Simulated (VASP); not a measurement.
A run of VASP 6.6.1 is set up as follows.

INCAR

```
ALGO = Normal
EDIFF = 1E-6
ENCUT = 820
GGA = PE
GGA_COMPAT = False
ISIF = 2
ISMEAR = -1
LASPH = True
LCHARG = False
LREAL = False
LWAVE = False
NBANDS = 34
NELM = 120
PREC = Accurate
SIGMA = 0.02
```

KPOINTS

```
k-points
0
Gamma
  9 9 4
```

The input POSCAR:

```
CuF
1.0
    3.5358154390      0.0000000000      0.0000000000
   -1.7679077195      3.0621059933      0.0000000000
    0.0000000000      0.0000000000      5.5153184831
Cu F
2 2
Direct
    0.3333333333      0.6666666667      0.2500000000
    0.6666666667      0.3333333333      0.7500000000
    0.6666666667      0.3333333333      0.2500000000
    0.3333333333      0.6666666667      0.7500000000
```

Potentials or basis: VASP PAW PBE potentials, release 64 (Cu_sv_GW, F).

Run with:

```sh
$ cat potpaw_PBE.64/Cu_sv_GW/POTCAR potpaw_PBE.64/F/POTCAR > POTCAR
$ mpirun -np 1 vasp_std > vasp.out
```

Problem. Estimate the band gap on the k mesh.

Solution. Zero (bands 26 and 27 overlap by 0.05 eV).

Problem. Estimate the pressure.

Solution. -0.5 GPa.

Stress tensor (GPa, compression positive):
```
-0.47  0.00  0.00
 0.00 -0.47  0.00
 0.00  0.00 -0.65
```

Caveat: semilocal functionals underestimate gaps, and a narrow one can read as zero. With open d or f shells a metallic result of PBE can be an artefact of self-interaction; +U or a hybrid may open a gap.
